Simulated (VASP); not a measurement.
Runs of VASP 6.6.1 on LaNb2N2. The structure is that of space group P6/mmm (No. 191), or close to it. The cells are those of the table. 

```csv
task,spin,cell,k mesh,cutoff (eV),gap on the mesh (eV),pressure (GPa),largest force (eV/Å)
single point,"collinear, zero start","a = 3.806, b = 3.806, c = 6.653 Å, angles 90.0, 90.0, 120.0°, 5 atoms",6 × 6 × 4,520,none,31.0,(b)
single point,off,"a = 4.338, b = 4.338, c = 5.993 Å, angles 90.0, 90.0, 120.0°, 5 atoms",6 × 6 × 4,520,none,0.1,0.15
single point,off,"a = 4.356, b = 4.356, c = 5.992 Å, angles 90.0, 90.0, 120.0°, 5 atoms",12 × 12 × 6,520,none,(a),0.16
relaxation of cell and atoms,off,"relaxed from a = 3.806, b = 3.806, c = 6.653 Å, angles 90.0, 90.0, 120.0°, 5 atoms",6 × 6 × 4,600,none,0.0,-
```

Alike in all rows: level PBE; potentials or basis VASP PAW PBE potentials, release 64 (La, Nb_sv, N); smearing gaussian 0.1 eV.

Problem. Estimate the missing entries.

Solution. (a) -0.1; (b) 0.86.

Caveats: spin-orbit coupling is left out, which moves the levels of the heavy elements.

A k mesh can miss the band edges, and the runs leave out spin-orbit coupling on La, Nb.

A gap of «none» marks levels without a gap at the run's occupations.
